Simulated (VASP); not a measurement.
Set up this calculation in VASP 6.6.1, as the native input.

* Task: single point
* Functional: LDA
* Potentials or basis: VASP PAW LDA potentials, release 64 (Ti_sv, Rh_pv)
* Cutoff: 520 eV
* k mesh: 13 × 13 × 13
* Occupations: fermi-dirac, width 0.05 eV
* Spin: no spin polarisation
* Dipole correction: no
* Further INCAR settings: ALGO = Normal; EDIFF = 1e-06; NBANDS = 20

The structure of TiRh lies in POSCAR:

```
TiRh
1.0
    3.0445830232      0.0000000000      0.0000000000
    0.0000000000      3.0445830232      0.0000000000
    0.0000000000      0.0000000000      3.0445830232
Ti Rh
1 1
Direct
    0.5000000000      0.5000000000      0.5000000000
    0.0000000000      0.0000000000      0.0000000000
```

The input as run:

INCAR

```
SYSTEM = TiRh
PREC = Accurate ; ENCUT = 520
EDIFF = 1E-6 ; ISMEAR = -1
SIGMA = 0.05 ; LREAL = .FALSE.
LASPH = .TRUE. ; NELM = 80
ALGO = Normal ; ISIF = 2
LWAVE = .FALSE. ; LCHARG = .FALSE.
NBANDS = 20
```

KPOINTS

```
regular mesh
0
G
  13 13 13
  0 0 0
```

Potentials or basis: VASP PAW LDA potentials, release 64 (Ti_sv, Rh_pv).

Run with:

```console
$ cat potpaw_LDA.64/Ti_sv/POTCAR potpaw_LDA.64/Rh_pv/POTCAR > POTCAR
$ mpirun -np 1 vasp_std > vasp.out
```

Results of the run:

| Item | Value |
| --- | --- |
| Pressure | 0.4 GPa |

It took 84 s on 1 thread of AMD EPYC 7R13, with other jobs on the host, peak memory 0.13 GiB.
